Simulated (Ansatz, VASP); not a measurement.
## Two plane-wave programs on Si2W

```
Si W
1.0
     4.56617    0.00000    0.00000
    -2.28308    3.95442    0.00000
     0.00000    0.00000    6.78806
Si W
6 3
Direct
  0.85511 0.71022 0.50000
  0.14489 0.85511 0.83333
  0.71022 0.85511 0.16667
  0.14489 0.28978 0.50000
  0.85511 0.14489 0.83333
  0.28978 0.14489 0.16667
  0.00000 0.50000 0.16667
  0.50000 0.50000 0.83333
  0.50000 0.00000 0.50000
```

Alike in both runs: task single point; functional PBE; k mesh 9 × 9 × 6; occupations gaussian, width 0.03 eV; no spin polarisation.

```csv
,VASP,Ansatz
version,VASP 6.6.1,Ansatz 0.2.0
potentials or method,"VASP PAW PBE potentials, release 64 (Si, W_sv), cutoff 520 eV","scalar-relativistic, plane waves, PAW"
valence electrons in the cell,66,66
```

VASP gave:

```
gap on the k mesh at the Fermi level (eV)                     : none
pressure (GPa)                                                : 3.7
traceless stress, the component that is largest in VASP (GPa) : -9.25
rms of the force components (eV/Å)                            : 1.549
```

Problem. Which values does Ansatz return?

Solution. gap on the k mesh at the Fermi level (eV): none; pressure (GPa): 3.7; traceless stress, the component that is largest in VASP (GPa): -9.23; rms of the force components (eV/Å): 1.555.

Atom by atom the forces differ by 0.006 eV/Å (rms over components). A gap of «none» marks a metal or a gap that the smearing closes. With one functional, cell and mesh, what is left measures potentials, basis and numerics.

Spin-orbit coupling is off throughout.
